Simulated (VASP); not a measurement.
# CdMo (Pm-3m) in VASP: notebook

The runs below take CdMo through single point, relaxation of cell and atoms, with PBE.

Everything below comes from runs of VASP 6.6.1. Logs are shortened: lines on timing, memory, paths and dates and some standing lists are left out, and cuts for length are marked.

**1. The cell of the first run**

Symmetry: Pm-3m, No. 221, cubic system. Conventional cell: a = 3.283 Å, b = 3.283 Å, c = 3.283 Å, α = 90.00°, β = 90.00°, γ = 90.00°. Within 3.7 Å of Cd (site symmetry m-3m) lie 8 Mo at 2.84 Å and 6 Cd at 3.28 Å. Within 3.7 Å of Mo (site symmetry m-3m) lie 8 Cd at 2.84 Å and 6 Mo at 3.28 Å.

**2. Single point, PBE**

Contents of INCAR:

```
  PREC = Accurate
  ENCUT = 520
  EDIFF = 1E-7
  ISMEAR = 0
  SIGMA = 0.1
  LREAL = F
  LASPH = T
  NELM = 100
  ALGO = Normal
  ISIF = 2
  LWAVE = F
  LCHARG = F
  GGA = PE
  NBANDS = 20
```

Contents of KPOINTS:

```
Automatic mesh
0
Gamma
  16 16 16
```

Contents of POSCAR:

```
CdMo
1.0
    3.2833892120      0.0000000000      0.0000000000
    0.0000000000      3.2833892120      0.0000000000
    0.0000000000      0.0000000000      3.2833892120
Cd Mo
1 1
Direct
    0.0000000000      0.0000000000      0.0000000000
    0.5000000000      0.5000000000      0.5000000000
```

Potentials or basis: VASP PAW PBE potentials, release 64 (Cd, Mo_sv).

Run with:

```sh
$ cat potpaw_PBE.64/Cd/POTCAR potpaw_PBE.64/Mo_sv/POTCAR > POTCAR
$ mpirun -np 1 vasp_std > vasp.out
```

OUTCAR:

```text
PREC = Accurate
   ENCUT = 520
   EDIFF = 1E-7
   ISMEAR = 0
   LREAL = F
   LASPH = T
   NELM = 100
   ISIF = 2
   GGA = PE

 ion  position               nearest neighbor table
   1  0.000  0.000  0.000-   2 2.84   2 2.84   2 2.84   2 2.84   2 2.84   2 2.84   2 2.84   2 2.84

   2  0.500  0.500  0.500-   1 2.84   1 2.84   1 2.84   1 2.84   1 2.84   1 2.84   1 2.84   1 2.84

  LATTYP: Found a simple cubic cell.
 ALAT       =     3.2833892120

  Lattice vectors:

 A1 = (   3.2833892120,   0.0000000000,   0.0000000000)
 A2 = (   0.0000000000,   3.2833892120,   0.0000000000)
 A3 = (   0.0000000000,   0.0000000000,   3.2833892120)

Analysis of symmetry for initial positions (statically):
=====================================================================
 Subroutine PRICEL returns:
 Original cell was already a primitive cell.

 Routine SETGRP: Setting up the symmetry group for a
 simple cubic supercell.

 Subroutine GETGRP returns: Found 48 space group operations
 (whereof 48 operations were pure point group operations)
 out of a pool of 48 trial point group operations.

The static configuration has the point symmetry O_h .

Analysis of symmetry for dynamics (positions and initial velocities):
=====================================================================
 Subroutine PRICEL returns:
 Original cell was already a primitive cell.

 Routine SETGRP: Setting up the symmetry group for a
 simple cubic supercell.

 Subroutine GETGRP returns: Found 48 space group operations
 (whereof 48 operations were pure point group operations)
 out of a pool of 48 trial point group operations.

The dynamic configuration has the point symmetry O_h .

 Subroutine INISYM returns: Found 48 space group operations
 (whereof 48 operations are pure point group operations),
 and found     1 'primitive' translations

----------------------------------------------------------------------------------------

                                     Primitive cell

  volume of cell :      35.3971

  direct lattice vectors                    reciprocal lattice vectors
     3.283389212  0.000000000  0.000000000     0.304563345  0.000000000  0.000000000
     0.000000000  3.283389212  0.000000000     0.000000000  0.304563345  0.000000000
     0.000000000  0.000000000  3.283389212     0.000000000  0.000000000  0.304563345

  length of vectors
     3.283389212  3.283389212  3.283389212     0.304563345  0.304563345  0.304563345

  position of ions in fractional coordinates (direct lattice)
     0.000000000  0.000000000  0.000000000
     0.500000000  0.500000000  0.500000000

  ion indices of the primitive-cell ions
   primitive index   ion index
                 1           1
                 2           2

----------------------------------------------------------------------------------------

 KPOINTS: Automatic mesh

Automatic generation of k-mesh.
 Grid dimensions read from file:
 generate k-points for:   16   16   16

 Generating k-lattice:

  Cartesian coordinates                     Fractional coordinates (reciprocal lattice)
     0.019035209  0.000000000  0.000000000     0.062500000  0.000000000  0.000000000
     0.000000000  0.019035209  0.000000000     0.000000000  0.062500000  0.000000000
     0.000000000  0.000000000  0.019035209     0.000000000  0.000000000  0.062500000

  Length of vectors
     0.019035209  0.019035209  0.019035209

  Shift w.r.t. Gamma in fractional coordinates (k-lattice)
     0.000000000  0.000000000  0.000000000

 Subroutine IBZKPT returns following result:
 ===========================================

 Found    165 irreducible k-points:

 Following reciprocal coordinates:
            Coordinates               Weight
  0.000000  0.000000  0.000000      1.000000
  0.062500  0.000000  0.000000      6.000000
  0.125000  0.000000  0.000000      6.000000
  0.187500  0.000000  0.000000      6.000000
  0.250000  0.000000  0.000000      6.000000
  0.312500  0.000000  0.000000      6.000000
[... 16 lines left out ...]
  0.437500  0.125000  0.000000     24.000000
  0.500000  0.125000  0.000000     12.000000
 [... further k-points ...]
   k-points           NKPTS =    165   k-points in BZ     NKDIM =    165   number of bands    NBANDS=     20
   number of dos      NEDOS =    301   number of ions     NIONS =      2
   total plane-waves  NPLWV =  13824
   dimension x,y,z NGX =    24 NGY =   24 NGZ =   24
   dimension x,y,z NGXF=    48 NGYF=   48 NGZF=   48
   ions per type =               1   1
   NGX,Y,Z   is equivalent  to a cutoff of  12.15, 12.15, 12.15 a.u.
   NGXF,Y,Z  is equivalent  to a cutoff of  24.30, 24.30, 24.30 a.u.
 SYSTEM =  unknown system
   PREC   = accura    normal or accurate (medium, high low for compatibility)
   ISTART =      0    job   : 0-new  1-cont  2-samecut
   ICHARG =      2    charge: 1-file 2-atom 10-const
   ISPIN  =      1    spin polarized calculation?
   LNONCOLLINEAR =      F non collinear calculations
   LSORBIT =      F    spin-orbit coupling
   LASPH  =      T    aspherical Exc in radial PAW
   ENCUT  =  520.0 eV  38.22 Ry    6.18 a.u.   6.10  6.10  6.10*2*pi/ulx,y,z
   NELM   =    100;   NELMIN=  2; NELMDL= -5     # of ELM steps
   EDIFF  = 0.1E-06   stopping-criterion for ELM
   LREAL  =      F    real-space projection
   EDIFFG = 0.1E-05   stopping-criterion for IOM
   NSW    =      0    number of steps for IOM
   IBRION =     -1    ionic relax: 0-MD 1-quasi-New 2-CG
   NFREE  =      0    steps in history (QN), initial steepest desc. (CG)
   ISIF   =      2    stress and relaxation
   ISYM   =      2    0-nonsym 1-usesym 2-fastsym
   POTIM  = 0.5000    time-step for ionic-motion
   TEBEG  =    0.0;   TEEND  =   0.0 temperature during run
   PSTRESS=    0.0 pullay stress
   NELECT =      26.0000    total number of electrons
   NUPDOWN=      -1.0000    fix difference up-down
   EMIN   =  10.00;   EMAX   =-10.00  energy-range for DOS
   EFERMI =   0.00;   METHOD = LEGACY
   ISMEAR =     0;   SIGMA  =   0.10  broadening in eV -4-tet -1-fermi 0-gaus
   EFERMI_NEDOS =   21; number of points for ismear=-14 and -15
   IALGO  =     38    algorithm
   IMIX   =      4    mixing-type and parameters
     AMIX     =   0.40;   BMIX     =  1.00
     AMIX_MAG =   1.60;   BMIX_MAG =  1.00
  volume/ion in A,a.u.               =      17.70       119.44
  Fermi-wavevector in a.u.,A,eV,Ry     =   1.477101  2.791316 29.685571  2.181828
  Thomas-Fermi vector in A             =   2.591547
   LORBIT       =      0    0 simple, 1 ext, 2 COOP (PROOUT), +10 PAW based schemes
   GGA     = PE    functional components
   LHFCALC =     F    Hartree Fock is set to
   AEXX    =    0.0000 exact exchange contribution
   IVDW    =     0    specifies the selected vdW correction
   LEPSILON=     F    determine dielectric tensor
   LRPA    =     F    only Hartree local field effects (RPA)
 non-spin polarized calculation
 Gauss-broadening in eV      SIGMA  =   0.10
  energy-cutoff  :      520.00
  volume of cell :       35.40
 maximum number of plane-waves:       972
   NGX = 13   NGY = 13   NGZ = 13

 number of electron      25.9999989 magnetization

 Free energy of the ion-electron system (eV)
  ---------------------------------------------------
  ext. energy  EPLUGINS =         0.00000000
  ---------------------------------------------------
  free energy    TOTEN  =        -9.96637788 eV

  energy without entropy =       -9.95402565  energy(sigma->0) =       -9.96020177

 E-fermi :   7.0482     XC(G=0): -12.4259

 val. band max:        7.0454751313   @ k =   0.4375   0.2500   0.0000
 cond. band min:       7.0691478242   @ k =   0.3750   0.1250   0.1250
 fundamental gap:      0.0236726929
 Fermi energy:         7.0481738351

 k-point     1 :       0.0000    0.0000    0.0000
  band No.  band energies     occupation
      1     -53.8247      2.00000
      2     -27.8239      2.00000
      3     -27.8239      2.00000
      4     -27.8239      2.00000
      5      -2.0806      2.00000
      6      -2.0806      2.00000
[... 12 lines left out ...]
     19      20.1832      0.00000
     20      21.2165      0.00000

 k-point     2 :       0.0625    0.0000    0.0000
  band No.  band energies     occupation
      1     -53.8243      2.00000
      2     -27.8306      2.00000
      3     -27.8234      2.00000
      4     -27.8234      2.00000
      5      -2.0718      2.00000
      6      -2.0557      2.00000
[... 12 lines left out ...]
     19      20.3870      0.00000
     20      20.9500      0.00000

 k-point     3 :       0.1250    0.0000    0.0000
  band No.  band energies     occupation
      1     -53.8230      2.00000
      2     -27.8495      2.00000
      3     -27.8221      2.00000
      4     -27.8221      2.00000
      5      -2.0466      2.00000
      6      -1.9863      2.00000
[... 12 lines left out ...]
     19      20.3961      0.00000
     20      20.5162      0.00000

 k-point     4 :       0.1875    0.0000    0.0000
  band No.  band energies     occupation
      1     -53.8210      2.00000
      2     -27.8778      2.00000
      3     -27.8202      2.00000
      4     -27.8202      2.00000
      5      -2.0085      2.00000
      6      -1.8848      2.00000
[... 12 lines left out ...]
     19      19.8013      0.00000
     20      20.4188      0.00000

 k-point     5 :       0.2500    0.0000    0.0000
  band No.  band energies     occupation
      1     -53.8187      2.00000
      2     -27.9110      2.00000
      3     -27.8179      2.00000
      4     -27.8179      2.00000
      5      -1.9627      2.00000
      6      -1.7680      2.00000
[... 12 lines left out ...]
     19      19.2610      0.00000
     20      20.2267      0.00000
[... 353 lines left out ...]
      6      -1.5924      2.00000
[... 12 lines left out ...]
     19      18.8498      0.00000
     20      21.0412      0.00000

 k-point    22 :       0.3750    0.1250    0.0000
  band No.  band energies     occupation
      1     -53.8129      2.00000
      2     -27.9686      2.00000
      3     -27.8378      2.00000
      4     -27.8114      2.00000
      5      -1.8324      2.00000
      6      -1.5440      2.00000
[... 12 lines left out ...]
     19      18.4848      0.00000
     20      20.0545      0.00000

 k-point    23 :       0.4375    0.1250    0.0000
  band No.  band energies     occupation
      1     -53.8116      2.00000
      2     -27.9869      2.00000
      3     -27.8363      2.00000
      4     -27.8100      2.00000
      5      -1.8089      2.00000
      6      -1.5607      2.00000
[... 12 lines left out ...]
     19      19.1525      0.00000
     20      19.2137      0.00000

 k-point    24 :       0.5000    0.1250    0.0000
  band No.  band energies     occupation
      1     -53.8111      2.00000
      2     -27.9934      2.00000
      3     -27.8358      2.00000
      4     -27.8096      2.00000
      5      -1.8006      2.00000
      6      -1.5670      2.00000
[... 12 lines left out ...]
     19      18.8714      0.00000
     20      20.1144      0.00000

 [... further k-points ...]

------------------------ aborting loop because EDIFF is reached ----------------------------------------

  FORCE on cell =-STRESS in cart. coord.  units (eV):
  Direction    XX          YY          ZZ          XY          YZ          ZX
  --------------------------------------------------------------------------------------
  -------------------------------------------------------------------------------------
  Total        0.2159379      0.2159379      0.2159379      0.0000000     -0.0000000      0.0000000
  in kB        9.7740008      9.7740008      9.7740008      0.0000000     -0.0000000      0.0000000
  external PRESSURE =       9.7740008 kB  Pullay stress =       0.0000000 kB

 VOLUME and BASIS-vectors are now :
 -----------------------------------------------------------------------------
  energy-cutoff  :      520.00
  volume of cell :       35.40
      direct lattice vectors                 reciprocal lattice vectors
     3.283389212  0.000000000  0.000000000     0.304563345  0.000000000  0.000000000
     0.000000000  3.283389212  0.000000000     0.000000000  0.304563345  0.000000000
     0.000000000  0.000000000  3.283389212     0.000000000  0.000000000  0.304563345

 POSITION                                       TOTAL-FORCE (eV/Angst)
 -----------------------------------------------------------------------------------
      0.00000      0.00000      0.00000         0.000000      0.000000      0.000000
      1.64169      1.64169      1.64169         0.000000      0.000000      0.000000
 -----------------------------------------------------------------------------------
    total drift:                                0.000000      0.000000     -0.000000

  FREE ENERGIE OF THE ION-ELECTRON SYSTEM (eV)
  ---------------------------------------------------
  free  energy   TOTEN  =        -9.9663778818 eV

  energy  without entropy=       -9.9540256527  energy(sigma->0) =       -9.96020177
```

Run time: 22 s. Hardware: 1 thread of Intel Xeon 6975P-C (Granite Rapids), shared host; peak memory 0.22 GiB.

What came out:

| Property | Result |
| --- | --- |
| Free energy | -9.9664 eV |
| Pressure | 1.0 GPa |
| Band gap on the k mesh | zero (band 13 reaches 9.28 eV, above the bottom of band 14 at 6.41 eV) |

**3. Relaxation of cell and atoms, PBE**

Contents of INCAR:

```
SYSTEM = CdMo
ALGO = Fast ; EDIFF = 1E-6
EDIFFG = -0.01 ; ENCUT = 600
GGA = PE ; IBRION = 2
ISIF = 3 ; ISMEAR = 0
LASPH = .True. ; LCHARG = .False.
LREAL = .False. ; LWAVE = .False.
NELM = 80 ; NSW = 100
PREC = Accurate ; SIGMA = 0.1
```

Contents of KPOINTS:

```
k-points
0
Gamma
  16 16 16
  0 0 0
```

Contents of POSCAR:

```
CdMo
1.0
    3.2828612191      0.0000000000      0.0000000000
    0.0000000000      3.2828612191      0.0000000000
    0.0000000000      0.0000000000      3.2828612191
Cd Mo
1 1
Direct
    0.0000000000      0.0000000000      0.0000000000
    0.5000000000      0.5000000000      0.5000000000
```

Potentials or basis: VASP PAW PBE potentials, release 64 (Cd, Mo_sv).

Run with:

```sh
$ cat potpaw_PBE.64/Cd/POTCAR potpaw_PBE.64/Mo_sv/POTCAR > POTCAR
$ mpirun -np 1 vasp_std > vasp.out
```

OUTCAR:

```text
SYSTEM = CdMo
   EDIFF = 1E-6
   EDIFFG = -0.01
   ENCUT = 600
   GGA = PE
   IBRION = 2
   ISIF = 3
   ISMEAR = 0
   LASPH = .True.
   LREAL = .False.
   NELM = 80
   NSW = 100
   PREC = Accurate

 ion  position               nearest neighbor table
   1  0.000  0.000  0.000-   2 2.84   2 2.84   2 2.84   2 2.84   2 2.84   2 2.84   2 2.84   2 2.84

   2  0.500  0.500  0.500-   1 2.84   1 2.84   1 2.84   1 2.84   1 2.84   1 2.84   1 2.84   1 2.84

  LATTYP: Found a simple cubic cell.
 ALAT       =     3.2828612191

  Lattice vectors:

 A1 = (   3.2828612191,   0.0000000000,   0.0000000000)
 A2 = (   0.0000000000,   3.2828612191,   0.0000000000)
 A3 = (   0.0000000000,   0.0000000000,   3.2828612191)

Analysis of symmetry for initial positions (statically):
=====================================================================
[... 256 lines left out ...]

 E-fermi :   6.9820     XC(G=0): -12.3932

 val. band max:        6.9785820102   @ k =   0.4375   0.2500   0.0000
 cond. band min:       7.0029040823   @ k =   0.3750   0.1250   0.1250
 fundamental gap:      0.0243220721
 Fermi energy:         6.9820233948

 k-point     1 :       0.0000    0.0000    0.0000
  band No.  band energies     occupation
      1     -53.8962      2.00000
      2     -27.8957      2.00000
      3     -27.8957      2.00000
      4     -27.8957      2.00000
      5      -2.1189      2.00000
      6      -2.1189      2.00000
[... 457 lines left out ...]
      4     -27.8817      2.00000
      5      -1.8436      2.00000
      6      -1.6141      2.00000
[... 9 lines left out ...]
     16       9.6725      0.00000
     17      16.9079      0.00000

 [... further k-points ...]

------------------------ aborting loop because EDIFF is reached ----------------------------------------

  FORCE on cell =-STRESS in cart. coord.  units (eV):
  Direction    XX          YY          ZZ          XY          YZ          ZX
  --------------------------------------------------------------------------------------
  -------------------------------------------------------------------------------------
  Total       -0.0086083     -0.0086083     -0.0086083      0.0000000      0.0000000     -0.0000000
  in kB       -0.3873631     -0.3873631     -0.3873631      0.0000000      0.0000000     -0.0000000
  external PRESSURE =      -0.3873631 kB  Pullay stress =       0.0000000 kB
[... 17 lines left out ...]
  FREE ENERGIE OF THE ION-ELECTRON SYSTEM (eV)
  ---------------------------------------------------
  free  energy   TOTEN  =        -9.9666621956 eV

  energy  without entropy=       -9.9542088054  energy(sigma->0) =       -9.96043550

 reached required accuracy - stopping structural energy minimisation
```

CONTCAR:

```text
CdMo
   1.00000000000000
     3.2897990615100929    0.0000000000000000   -0.0000000000000000
     0.0000000000000000    3.2897990615100929   -0.0000000000000000
     0.0000000000000000    0.0000000000000000    3.2897990615100929
  Cd              Mo
     1     1
Direct
     0.0000000000000000    0.0000000000000000    0.0000000000000000
     0.5000000000000000    0.5000000000000000    0.5000000000000000

  0.00000000E+00  0.00000000E+00  0.00000000E+00
  0.00000000E+00  0.00000000E+00  0.00000000E+00
```

Wall time 2 min (1 thread of Intel Xeon 6975P-C (Granite Rapids), shared host); peak memory 0.26 GiB.

Results:

```yaml
Free_energy: -9.9667 eV
Relaxed_volume: 17.80 Å³/atom
Relaxed_cell: a = 3.290 Å, b = 3.290 Å, c = 3.290 Å, α = 90.00°, β = 90.00°, γ = 90.00°
Space_group_after_relaxing_to_0.05_Å: Pm-3m (No. 221)
Energy_gained_by_relaxing: 0.3 meV/atom
Ionic_steps: 3
Pressure_after_relaxing: 0.0 GPa
Band_gap_on_the_k_mesh: zero (band 13 reaches 9.19 eV, above the bottom of band 14 at 6.35 eV)
```

Step by step:
| step | energy change (eV) | largest force (eV/Å) | pressure (GPa) | volume (Å³) |
| --- | --- | --- | --- | --- |
| 1 | 0.0000 | 0.0000 | 0.94 | 35.38 |
| 2 | 0.0006 | 0.0000 | -1.24 | 35.91 |
| 3 | -0.0007 | 0.0000 | -0.04 | 35.60 |

Final structure:
```cif
data_structure
_symmetry_space_group_name_H-M 'P 1'
_symmetry_Int_Tables_number 1
_cell_length_a 3.2898
_cell_length_b 3.2898
_cell_length_c 3.2898
_cell_angle_alpha 90.000
_cell_angle_beta 90.000
_cell_angle_gamma 90.000
_cell_volume 35.60
loop_
_atom_site_label
_atom_site_type_symbol
_atom_site_fract_x
_atom_site_fract_y
_atom_site_fract_z
_atom_site_occupancy
Cd1 Cd 0.00000 0.00000 0.00000 1
Mo1 Mo 0.50000 0.50000 0.50000 1
```
